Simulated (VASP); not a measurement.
# InAs (F-43m) in VASP: notebook, part 3 of 3

VASP 6.6.1. Earlier steps stand in the parts before.

**4. Single point, PBE**

The input, INCAR:

```
SYSTEM = InAs
ALGO = Normal
EDIFF = 1E-6
ENCUT = 520
GGA = PE
ISIF = 2
ISMEAR = 0
LASPH = .TRUE.
LCHARG = .TRUE.
LELF = .TRUE.
LREAL = .FALSE.
LVHAR = .TRUE.
LWAVE = .FALSE.
NBANDS = 16
NELM = 80
PREC = Accurate
SIGMA = 0.1
```

The input, KPOINTS:

```
k-points
0
G
  7 7 7
  0 0 0
```

The input, POSCAR:

```
InAs
1.0
    0.0000000000      3.0180000000      3.0180000000
    3.0180000000      0.0000000000      3.0180000000
    3.0180000000      3.0180000000      0.0000000000
In As
1 1
Direct
    0.0000000000      0.0000000000      0.0000000000
    0.7500000000      0.7500000000      0.7500000000
```

Potentials or basis: VASP PAW PBE potentials, release 64 (In_d, As).

The run is started by

```
$ cat potpaw_PBE.64/In_d/POTCAR potpaw_PBE.64/As/POTCAR > POTCAR
$ mpirun -np 1 vasp_std > vasp.out
```

OUTCAR:

```text
SYSTEM = InAs
   EDIFF = 1E-6
   ENCUT = 520
   GGA = PE
   ISIF = 2
   ISMEAR = 0
   LASPH = .TRUE.
   LREAL = .FALSE.
   NELM = 80
   PREC = Accurate

 ion  position               nearest neighbor table
   1  0.000  0.000  0.000-   2 2.61   2 2.61   2 2.61   2 2.61
   2  0.750  0.750  0.750-   1 2.61   1 2.61   1 2.61   1 2.61

  LATTYP: Found a face centered cubic cell.
 ALAT       =     6.0360000000

  Lattice vectors:

 A1 = (   0.0000000000,   3.0180000000,   3.0180000000)
 A2 = (   3.0180000000,   0.0000000000,   3.0180000000)
 A3 = (   3.0180000000,   3.0180000000,   0.0000000000)

Analysis of symmetry for initial positions (statically):
=====================================================================
 Subroutine PRICEL returns:
 Original cell was already a primitive cell.

 Routine SETGRP: Setting up the symmetry group for a
 face centered cubic supercell.

 Subroutine GETGRP returns: Found 24 space group operations
 (whereof 24 operations were pure point group operations)
 out of a pool of 48 trial point group operations.

The static configuration has the point symmetry T_d .

Analysis of symmetry for dynamics (positions and initial velocities):
=====================================================================
 Subroutine PRICEL returns:
 Original cell was already a primitive cell.

 Routine SETGRP: Setting up the symmetry group for a
 face centered cubic supercell.

 Subroutine GETGRP returns: Found 24 space group operations
 (whereof 24 operations were pure point group operations)
 out of a pool of 48 trial point group operations.

The dynamic configuration has the point symmetry T_d .

 Subroutine INISYM returns: Found 24 space group operations
 (whereof 24 operations are pure point group operations),
 and found     1 'primitive' translations

----------------------------------------------------------------------------------------

                                     Primitive cell

  volume of cell :      54.9778

  direct lattice vectors                    reciprocal lattice vectors
     0.000000000  3.018000000  3.018000000    -0.165672631  0.165672631  0.165672631
     3.018000000  0.000000000  3.018000000     0.165672631 -0.165672631  0.165672631
     3.018000000  3.018000000  0.000000000     0.165672631  0.165672631 -0.165672631

  length of vectors
     4.268096531  4.268096531  4.268096531     0.286953414  0.286953414  0.286953414

  position of ions in fractional coordinates (direct lattice)
     0.000000000  0.000000000  0.000000000
     0.750000000  0.750000000  0.750000000

  ion indices of the primitive-cell ions
   primitive index   ion index
                 1           1
                 2           2

----------------------------------------------------------------------------------------

 KPOINTS: k-points

Automatic generation of k-mesh.
 Grid dimensions read from file:
 generate k-points for:    7    7    7

 Generating k-lattice:

  Cartesian coordinates                     Fractional coordinates (reciprocal lattice)
    -0.023667519  0.023667519  0.023667519     0.142857143  0.000000000  0.000000000
     0.023667519 -0.023667519  0.023667519     0.000000000  0.142857143  0.000000000
     0.023667519  0.023667519 -0.023667519     0.000000000  0.000000000  0.142857143

  Length of vectors
     0.040993345  0.040993345  0.040993345

  Shift w.r.t. Gamma in fractional coordinates (k-lattice)
     0.000000000  0.000000000  0.000000000

 Subroutine IBZKPT returns following result:
 ===========================================

 Found     20 irreducible k-points:

 Following reciprocal coordinates:
            Coordinates               Weight
  0.000000  0.000000  0.000000      1.000000
  0.142857  0.000000  0.000000      8.000000
  0.285714  0.000000  0.000000      8.000000
  0.428571  0.000000  0.000000      8.000000
  0.142857  0.142857  0.000000      6.000000
  0.285714  0.142857  0.000000     24.000000
[... 12 lines left out ...]
 -0.428571  0.428571  0.142857     24.000000
 -0.285714  0.428571  0.142857     24.000000
   k-points           NKPTS =     20   k-points in BZ     NKDIM =     20   number of bands    NBANDS=     16
   number of dos      NEDOS =    301   number of ions     NIONS =      2
   total plane-waves  NPLWV =  32768
   dimension x,y,z NGX =    32 NGY =   32 NGZ =   32
   dimension x,y,z NGXF=    64 NGYF=   64 NGZF=   64
   ions per type =               1   1
   NGX,Y,Z   is equivalent  to a cutoff of  12.46, 12.46, 12.46 a.u.
   NGXF,Y,Z  is equivalent  to a cutoff of  24.93, 24.93, 24.93 a.u.
 SYSTEM =  InAs
   PREC   = accura    normal or accurate (medium, high low for compatibility)
   ISTART =      0    job   : 0-new  1-cont  2-samecut
   ICHARG =      2    charge: 1-file 2-atom 10-const
   ISPIN  =      1    spin polarized calculation?
   LNONCOLLINEAR =      F non collinear calculations
   LSORBIT =      F    spin-orbit coupling
   LASPH  =      T    aspherical Exc in radial PAW
   ENCUT  =  520.0 eV  38.22 Ry    6.18 a.u.   7.94  7.94  7.94*2*pi/ulx,y,z
   NELM   =     80;   NELMIN=  2; NELMDL= -5     # of ELM steps
   EDIFF  = 0.1E-05   stopping-criterion for ELM
   LREAL  =      F    real-space projection
   EDIFFG = 0.1E-04   stopping-criterion for IOM
   NSW    =      0    number of steps for IOM
   IBRION =     -1    ionic relax: 0-MD 1-quasi-New 2-CG
   NFREE  =      0    steps in history (QN), initial steepest desc. (CG)
   ISIF   =      2    stress and relaxation
   ISYM   =      2    0-nonsym 1-usesym 2-fastsym
   POTIM  = 0.5000    time-step for ionic-motion
   TEBEG  =    0.0;   TEEND  =   0.0 temperature during run
   PSTRESS=    0.0 pullay stress
   NELECT =      18.0000    total number of electrons
   NUPDOWN=      -1.0000    fix difference up-down
   EMIN   =  10.00;   EMAX   =-10.00  energy-range for DOS
   EFERMI =   0.00;   METHOD = LEGACY
   ISMEAR =     0;   SIGMA  =   0.10  broadening in eV -4-tet -1-fermi 0-gaus
   EFERMI_NEDOS =   21; number of points for ismear=-14 and -15
   IALGO  =     38    algorithm
   IMIX   =      4    mixing-type and parameters
     AMIX     =   0.40;   BMIX     =  1.00
     AMIX_MAG =   1.60;   BMIX_MAG =  1.00
  volume/ion in A,a.u.               =      27.49       185.50
  Fermi-wavevector in a.u.,A,eV,Ry     =   1.128331  2.132236 17.321990  1.273130
  Thomas-Fermi vector in A             =   2.265020
   LORBIT       =      0    0 simple, 1 ext, 2 COOP (PROOUT), +10 PAW based schemes
   GGA     = PE    functional components
   LHFCALC =     F    Hartree Fock is set to
   AEXX    =    0.0000 exact exchange contribution
   IVDW    =     0    specifies the selected vdW correction
   LEPSILON=     F    determine dielectric tensor
   LRPA    =     F    only Hartree local field effects (RPA)
 non-spin polarized calculation
 Gauss-broadening in eV      SIGMA  =   0.10
  energy-cutoff  :      520.00
  volume of cell :       54.98
 maximum number of plane-waves:      1494
   NGX = 15   NGY = 15   NGZ = 15

 number of electron      17.9999991 magnetization

 Free energy of the ion-electron system (eV)
  ---------------------------------------------------
  ext. energy  EPLUGINS =         0.00000000
  ---------------------------------------------------
  free energy    TOTEN  =        -7.65708942 eV

  energy without entropy =       -7.65663576  energy(sigma->0) =       -7.65686259

 E-fermi :   4.5963     XC(G=0):  -9.1162

 val. band max:        4.5656135696   @ k =   0.0000   0.0000   0.0000
 cond. band min:       5.5637848759   @ k =   0.4286   0.0000   0.0000
 fundamental gap:      0.9981713063
 Fermi energy:         4.5962808034

 k-point     1 :       0.0000    0.0000    0.0000
  band No.  band energies     occupation
      1      -9.8400      2.00000
      2      -9.8400      2.00000
      3      -9.8400      2.00000
      4      -9.7120      2.00000
      5      -9.7120      2.00000
      6      -7.3312      2.00000
[... 8 lines left out ...]
     15      14.2596      0.00000
     16      14.2596      0.00000
[... 343 lines left out ...]
 k-point    20 :      -0.2857    0.4286    0.1429
  band No.  band energies     occupation
      1      -9.9994      2.00000
      2      -9.7892      2.00000
      3      -9.7672      2.00000
      4      -9.7275      2.00000
      5      -9.7031      2.00000
      6      -5.2999      2.00000
[... 8 lines left out ...]
     15      15.1315      0.00000
     16      17.0966      0.00000

------------------------ aborting loop because EDIFF is reached ----------------------------------------

  FORCE on cell =-STRESS in cart. coord.  units (eV):
  Direction    XX          YY          ZZ          XY          YZ          ZX
  --------------------------------------------------------------------------------------
  -------------------------------------------------------------------------------------
  Total        1.5020889      1.5020889      1.5020889      0.0000000      0.0000000      0.0000000
  in kB       43.7742289     43.7742289     43.7742289      0.0000000      0.0000000      0.0000000
  external PRESSURE =      43.7742289 kB  Pullay stress =       0.0000000 kB

 VOLUME and BASIS-vectors are now :
 -----------------------------------------------------------------------------
  energy-cutoff  :      520.00
  volume of cell :       54.98
      direct lattice vectors                 reciprocal lattice vectors
     0.000000000  3.018000000  3.018000000    -0.165672631  0.165672631  0.165672631
     3.018000000  0.000000000  3.018000000     0.165672631 -0.165672631  0.165672631
     3.018000000  3.018000000  0.000000000     0.165672631  0.165672631 -0.165672631

 POSITION                                       TOTAL-FORCE (eV/Angst)
 -----------------------------------------------------------------------------------
      0.00000      0.00000      0.00000         0.000000      0.000000      0.000000
      4.52700      4.52700      4.52700        -0.000000     -0.000000     -0.000000
 -----------------------------------------------------------------------------------
    total drift:                                0.000000      0.000000      0.000000

  FREE ENERGIE OF THE ION-ELECTRON SYSTEM (eV)
  ---------------------------------------------------
  free  energy   TOTEN  =        -7.6570894197 eV

  energy  without entropy=       -7.6566357629  energy(sigma->0) =       -7.65686259
```

stdout:

```text
POSCAR found type information on POSCAR InAs
 POSCAR found :  2 types and       2 ions
 scaLAPACK will be used
 LDA part: xc-table for (Slater+PW92), standard interpolation
 POSCAR, INCAR and KPOINTS ok, starting setup
 FFT: planning ... GRIDC
 FFT: planning ... GRID_SOFT
 FFT: planning ... GRID
 WAVECAR not read
 entering main loop
```

It took 23 s on 1 thread of Intel Xeon 8259CL, shared host; peak memory 0.18 GiB.

Results:

```yaml
Free_energy: -7.6571 eV
Pressure: 4.4 GPa
Band_gap_on_the_k_mesh: zero (filled and empty bands touch)
```

Caveat: spin-orbit coupling is left out, which moves the levels of the heavy elements.

**5. Single point, PBE**

The input, INCAR:

```
ALGO = Normal ; EDIFF = 1E-6
ENCUT = 520 ; GGA = PE
ISIF = 2 ; ISMEAR = -1
LASPH = True ; LCHARG = False
LREAL = False ; LWAVE = False
NBANDS = 16 ; NELM = 100
PREC = Accurate ; SIGMA = 0.05
```

The input, KPOINTS:

```
k-points
0
Gamma
  7 7 7
```

POSCAR is that of step 4.

Potentials or basis: VASP PAW PBE potentials, release 64 (In_d, As).

The run is started by

```
$ cat potpaw_PBE.64/In_d/POTCAR potpaw_PBE.64/As/POTCAR > POTCAR
$ mpirun -np 1 vasp_std > vasp.out
```

OUTCAR:

```text
EDIFF = 1E-6
   ENCUT = 520
   GGA = PE
   ISIF = 2
   ISMEAR = -1
   LASPH = True
   LREAL = False
   NELM = 100
   PREC = Accurate

 ion  position               nearest neighbor table
   1  0.000  0.000  0.000-   2 2.61   2 2.61   2 2.61   2 2.61
   2  0.750  0.750  0.750-   1 2.61   1 2.61   1 2.61   1 2.61

  LATTYP: Found a face centered cubic cell.
 ALAT       =     6.0360000000

  Lattice vectors:

 A1 = (   0.0000000000,   3.0180000000,   3.0180000000)
 A2 = (   3.0180000000,   0.0000000000,   3.0180000000)
 A3 = (   3.0180000000,   3.0180000000,   0.0000000000)

Analysis of symmetry for initial positions (statically):
=====================================================================
 Subroutine PRICEL returns:
 Original cell was already a primitive cell.

 Routine SETGRP: Setting up the symmetry group for a
 face centered cubic supercell.

 Subroutine GETGRP returns: Found 24 space group operations
 (whereof 24 operations were pure point group operations)
 out of a pool of 48 trial point group operations.

The static configuration has the point symmetry T_d .

Analysis of symmetry for dynamics (positions and initial velocities):
=====================================================================
 Subroutine PRICEL returns:
 Original cell was already a primitive cell.

 Routine SETGRP: Setting up the symmetry group for a
 face centered cubic supercell.

 Subroutine GETGRP returns: Found 24 space group operations
 (whereof 24 operations were pure point group operations)
 out of a pool of 48 trial point group operations.

The dynamic configuration has the point symmetry T_d .

 Subroutine INISYM returns: Found 24 space group operations
 (whereof 24 operations are pure point group operations),
 and found     1 'primitive' translations

----------------------------------------------------------------------------------------
[... 104 lines left out ...]
   EFERMI_NEDOS =   21; number of points for ismear=-14 and -15
   IALGO  =     38    algorithm
   IMIX   =      4    mixing-type and parameters
     AMIX     =   0.40;   BMIX     =  1.00
     AMIX_MAG =   1.60;   BMIX_MAG =  1.00
  volume/ion in A,a.u.               =      27.49       185.50
  Fermi-wavevector in a.u.,A,eV,Ry     =   1.128331  2.132236 17.321990  1.273130
  Thomas-Fermi vector in A             =   2.265020
   LORBIT       =      0    0 simple, 1 ext, 2 COOP (PROOUT), +10 PAW based schemes
   GGA     = PE    functional components
   LHFCALC =     F    Hartree Fock is set to
   AEXX    =    0.0000 exact exchange contribution
   IVDW    =     0    specifies the selected vdW correction
   LEPSILON=     F    determine dielectric tensor
   LRPA    =     F    only Hartree local field effects (RPA)
 non-spin polarized calculation
  energy-cutoff  :      520.00
  volume of cell :       54.98
 maximum number of plane-waves:      1494
   NGX = 15   NGY = 15   NGZ = 15

 number of electron      17.9999991 magnetization

 Free energy of the ion-electron system (eV)
  ---------------------------------------------------
  ext. energy  EPLUGINS =         0.00000000
  ---------------------------------------------------
  free energy    TOTEN  =        -7.65721954 eV

  energy without entropy =       -7.65653390  energy(sigma->0) =       -7.65687672

 E-fermi :   4.6061     XC(G=0):  -9.1162

 val. band max:        4.5656515821   @ k =   0.0000   0.0000   0.0000
 cond. band min:       5.5637969865   @ k =   0.4286   0.0000   0.0000
 fundamental gap:      0.9981454044
 Fermi energy:         4.6061251104

 k-point     1 :       0.0000    0.0000    0.0000
  band No.  band energies     occupation
      1      -9.8400      2.00000
      2      -9.8400      2.00000
      3      -9.8400      2.00000
      4      -9.7120      2.00000
      5      -9.7120      2.00000
      6      -7.3311      2.00000
[... 357 lines left out ...]
      3      -9.7672      2.00000
      4      -9.7276      2.00000
      5      -9.7032      2.00000
      6      -5.2998      2.00000
[... 8 lines left out ...]
     15      15.1315      0.00000
     16      17.0966      0.00000

------------------------ aborting loop because EDIFF is reached ----------------------------------------

  FORCE on cell =-STRESS in cart. coord.  units (eV):
  Direction    XX          YY          ZZ          XY          YZ          ZX
  --------------------------------------------------------------------------------------
  -------------------------------------------------------------------------------------
  Total        1.5019353      1.5019353      1.5019353      0.0000000      0.0000000     -0.0000000
  in kB       43.7697526     43.7697526     43.7697526      0.0000000      0.0000000     -0.0000000
  external PRESSURE =      43.7697526 kB  Pullay stress =       0.0000000 kB

 VOLUME and BASIS-vectors are now :
 -----------------------------------------------------------------------------
  energy-cutoff  :      520.00
  volume of cell :       54.98
      direct lattice vectors                 reciprocal lattice vectors
     0.000000000  3.018000000  3.018000000    -0.165672631  0.165672631  0.165672631
     3.018000000  0.000000000  3.018000000     0.165672631 -0.165672631  0.165672631
     3.018000000  3.018000000  0.000000000     0.165672631  0.165672631 -0.165672631

 POSITION                                       TOTAL-FORCE (eV/Angst)
 -----------------------------------------------------------------------------------
      0.00000      0.00000      0.00000         0.000000      0.000000      0.000000
      4.52700      4.52700      4.52700        -0.000000     -0.000000     -0.000000
 -----------------------------------------------------------------------------------
    total drift:                                0.000000      0.000000      0.000000

  FREE ENERGIE OF THE ION-ELECTRON SYSTEM (eV)
  ---------------------------------------------------
  free  energy   TOTEN  =        -7.6572195417 eV

  energy  without entropy=       -7.6565338969  energy(sigma->0) =       -7.65687672
```

OSZICAR:

```text
N       E                     dE             d eps       ncg     rms          rms(c)
DAV:   1     0.109165283264E+03    0.10917E+03   -0.81918E+03   640   0.121E+03
DAV:   2    -0.638184528488E+00   -0.10980E+03   -0.10630E+03   656   0.292E+02
DAV:   3    -0.776075770157E+01   -0.71226E+01   -0.70773E+01   904   0.730E+01
DAV:   4    -0.793033587937E+01   -0.16958E+00   -0.16951E+00   704   0.123E+01
DAV:   5    -0.793707547373E+01   -0.67396E-02   -0.67394E-02  1024   0.214E+00    0.461E+00
DAV:   6    -0.768125566644E+01    0.25582E+00   -0.37849E-01  1024   0.104E+01    0.256E+00
DAV:   7    -0.765530345131E+01    0.25952E-01   -0.11755E-01   888   0.306E+00    0.731E-01
DAV:   8    -0.765639591058E+01   -0.10925E-02   -0.13843E-02   824   0.132E+00    0.202E-01
DAV:   9    -0.765699131552E+01   -0.59540E-03   -0.96402E-04   792   0.251E-01    0.117E-01
DAV:  10    -0.765717043618E+01   -0.17912E-03   -0.21691E-04   784   0.218E-01    0.618E-02
DAV:  11    -0.765721948643E+01   -0.49050E-04   -0.10684E-04   776   0.121E-01    0.339E-02
DAV:  12    -0.765721954174E+01   -0.55310E-07   -0.56153E-06   768   0.295E-02
   1 F= -.76572195E+01 E0= -.76568767E+01  d E =-.685645E-03
```

stdout:

```text
POSCAR found type information on POSCAR InAs
 POSCAR found :  2 types and       2 ions
 scaLAPACK will be used
 LDA part: xc-table for (Slater+PW92), standard interpolation
 POSCAR, INCAR and KPOINTS ok, starting setup
 FFT: planning ... GRIDC
 FFT: planning ... GRID_SOFT
 FFT: planning ... GRID
 WAVECAR not read
 entering main loop
```

Run time: 20 s. Hardware: 1 thread of Intel Xeon 8259CL, shared host; peak memory 0.18 GiB.

What came out:

| Property | Result |
| --- | --- |
| Free energy | -7.6572 eV |
| Pressure | 4.4 GPa |
| Band gap on the k mesh | zero (filled and empty bands touch) |

Levels at points of the mesh, in eV from the Fermi level:
| k point | band 6 | band 7 | band 8 | band 9 | band 10 | band 11 | band 12 | band 13 |
| --- | --- | --- | --- | --- | --- | --- | --- | --- |
| (0.00, 0.00, 0.00) | -11.94 | -0.21 | -0.04 | -0.04 | -0.04 | 3.87 | 3.87 | 3.87 |

Caveat: spin-orbit coupling is left out, which moves the levels of the heavy elements.

**6. Overview**

| task | level | cell | k mesh | cutoff (eV) | smearing | gap on the mesh (eV) | pressure (GPa) | relaxed volume (Å³/atom) |
| --- | --- | --- | --- | --- | --- | --- | --- | --- |
| relaxation of cell and atoms | PBE+D3(BJ) | relaxed | 8 × 8 × 8 | 600 | fermi-dirac 0.05 eV | none | 0.0 | 28.57 |
| relaxation of cell and atoms | BLYP | relaxed | 8 × 8 × 8 | 600 | fermi-dirac 0.05 eV | none | 0.0 | 31.55 |
| single point | PBE | as given | 7 × 7 × 7 | 520 | gaussian 0.1 eV | none | 4.4 | - |
| single point | PBE | as given | 7 × 7 × 7 | 520 | fermi-dirac 0.05 eV | none | 4.4 | - |

Alike in all rows: potentials or basis VASP PAW PBE potentials, release 64 (In_d, As); no spin polarisation.

Caveats: spin-orbit coupling is left out, which moves the levels of the heavy elements; pairwise dispersion overbinds metals, which lowers pressure and volume (some runs); the PAW data sets were made with another functional, which shifts forces and pressure a little (some runs); the volume moved by +15 % from the deposited cell, more than functionals usually miss (some runs).

Absolute energies hang on the potentials; compare differences alone.
